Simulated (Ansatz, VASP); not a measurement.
Re: VASP beside Ansatz

File INCAR:

```
SYSTEM = Re
PREC = Accurate
ENCUT = 520
EDIFF = 1E-6
ISMEAR = 0
SIGMA = 0.15
LREAL = .False.
LASPH = .True.
NELM = 60
ALGO = Fast
ISIF = 2
LWAVE = .False.
LCHARG = .False.
GGA = PE
NBANDS = 14
```

The input KPOINTS:

```
regular mesh
0
Gamma
  18 18 10
  0 0 0
```

File POSCAR:

```
Re
1.0
    2.7007363475      0.0000000000      0.0000000000
   -1.3503681738      2.3389062859      0.0000000000
    0.0000000000      0.0000000000      4.4842238099
Re
2
Direct
    0.3333333333      0.6666666667      0.1958100197
    0.6666666667      0.3333333333      0.8041899803
```

Input for Ansatz:

```yaml
crystal:
  lattice:
    - [2.7007363475, 0.0, 0.0]
    - [-1.3503681738, 2.3389062859, 0.0]
    - [0.0, 0.0, 4.4842238099]
  atoms:
    - { symbol: Re, position: [0.3333333333, 0.6666666667, 0.1958100197] }
    - { symbol: Re, position: [0.6666666667, 0.3333333333, 0.8041899803] }
basis:
  ecutwfc: 420
kpoints:
  mp_grid: { grid: [18, 18, 10] }
hamiltonian:
  xc: pbe
scf:
  occupations: { method: gaussian, width: 0.15 }
output:
  forces: true
  stress: true
  eigenvalues: true
```

Change from the starting cell: mode 4 frozen in at -0.243 Å, equal normal strain along x and y -0.0267.

Alike in both runs: task single point; functional PBE; k mesh 18 × 18 × 10; occupations gaussian, width 0.15 eV; no spin polarisation.

```csv
,VASP,Ansatz
version,VASP 6.6.1,Ansatz 0.2.0
potentials or method,"VASP PAW PBE potentials, release 64 (Re), cutoff 520 eV","scalar-relativistic, plane waves, PAW"
valence electrons in the cell,14,30
```

Ansatz gave:

```
gap on the k mesh at the Fermi level (eV)                     : none
pressure (GPa)                                                : 70.6
traceless stress, the component that is largest in VASP (GPa) : 9.89
rms of the force components (eV/Å)                            : 5.786
```

Estimate VASP's values.

gap on the k mesh at the Fermi level (eV): none; pressure (GPa): 70.3; traceless stress, the component that is largest in VASP (GPa): 8.22; rms of the force components (eV/Å): 5.620.

Atom by atom the forces differ by 0.166 eV/Å (rms over components). A gap of «none» marks a metal or a gap that the smearing closes. Both programs put the cell under a high pressure, so it lies far from rest at this level. VASP's potentials hold 14 valence electrons a cell and Ansatz's 30, so a difference there can come from the potentials and not from the codes.

Spin-orbit coupling is off throughout. Noted on VASP's run: the cell as given lies far from equilibrium.
